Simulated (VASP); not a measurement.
Mg, 1 atom in the cell. Symmetry: Im-3m, No. 229, cubic system. Conventional cell: a = 3.705 Å, b = 3.705 Å, c = 3.705 Å, α = 90.00°, β = 90.00°, γ = 90.00°. Mg (site symmetry m-3m) has 14 Mg at 3.21 to 3.71 Å within 4.2 Å.  This cell differs from its parent crystal: volume scaled by 1.08.

| Quantity | Value |
| --- | --- |
| Program | VASP 6.6.1 |
| Task | single point |
| Functional | revPBE |
| Potentials or basis | VASP PAW PBE potentials, release 64 (Mg) |
| Cutoff | 520 eV |
| k mesh | 14 × 14 × 14 |
| Occupations | fermi-dirac, width 0.1 eV |
| Spin | no spin polarisation |
| Dipole correction | no |
| Further INCAR settings | ALGO = Normal; EDIFF = 1e-07; NBANDS = 7 |

Potentials or basis: VASP PAW PBE potentials, release 64 (Mg).

Launch:

```sh
$ cat potpaw_PBE.64/Mg/POTCAR > POTCAR
$ mpirun -np 1 vasp_std > vasp.out
```

Hardware: 1 thread of AMD EPYC 7R43 64-Core Processor (Zen 3), with other jobs on the host.

How long does it take, and how much memory?

Run time: 15 s on 1 thread of AMD EPYC 7R43 64-Core Processor (Zen 3), on a shared host, peak memory 0.11 GiB. Counts: scf iterations 12, k points 104.
